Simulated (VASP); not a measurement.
Wanted: the native input for a VASP 6.6.1 run.

```
Task                   : single point
Functional             : PBEsol
Potentials or basis    : VASP PAW PBE potentials, release 64 (W_sv, C)
Cutoff                 : 520 eV
k mesh                 : 24 × 24 × 22
Occupations            : gaussian, width 0.15 eV
Spin                   : no spin polarisation
Dipole correction      : no
Further INCAR settings : ALGO = Normal; EDIFF = 1e-07; NBANDS = 16
```

The structure of WC lies in POSCAR:

```
WC
1.0
    2.8984136670      0.0000000000      0.0000000000
   -1.4492068335      2.5100998663      0.0000000000
    0.0000000000      0.0000000000      2.9407163797
W C
1 1
Direct
    0.0000000000      0.0000000000      0.0000000000
    0.6666666667      0.3333333333      0.5000000000
```

This cell differs from its parent crystal: strain +0.000 along x and y, +0.040 along z.

One way to write it, as run:

INCAR

```
  ALGO = Normal
  EDIFF = 1E-7
  ENCUT = 520
  GGA = PS
  ISIF = 2
  ISMEAR = 0
  LASPH = T
  LCHARG = F
  LREAL = F
  LWAVE = F
  NBANDS = 16
  NELM = 100
  PREC = Accurate
  SIGMA = 0.15
```

KPOINTS

```
k-points
0
Gamma
  24 24 22
```

Potentials or basis: VASP PAW PBE potentials, release 64 (W_sv, C).

Launch:

```bash
$ cat potpaw_PBE.64/W_sv/POTCAR potpaw_PBE.64/C/POTCAR > POTCAR
$ mpirun -np 1 vasp_std > vasp.out
```

Results of the run:

The pressure is -14.8 GPa and the band gap on the k mesh is zero (bands 9 and 10 overlap by 1.12 eV).

Caveat: the cell differs from its parent crystal (strain +0.000 along x and y, +0.040 along z); the cell stands under tension; the PAW data sets were made with another functional, which shifts forces and pressure a little; spin-orbit coupling is left out, which moves the levels of the heavy elements.

It took 59 s on 1 thread of Intel(R) Xeon(R) 6975P-C (Granite Rapids), with other jobs on the host, peak memory 0.35 GiB.
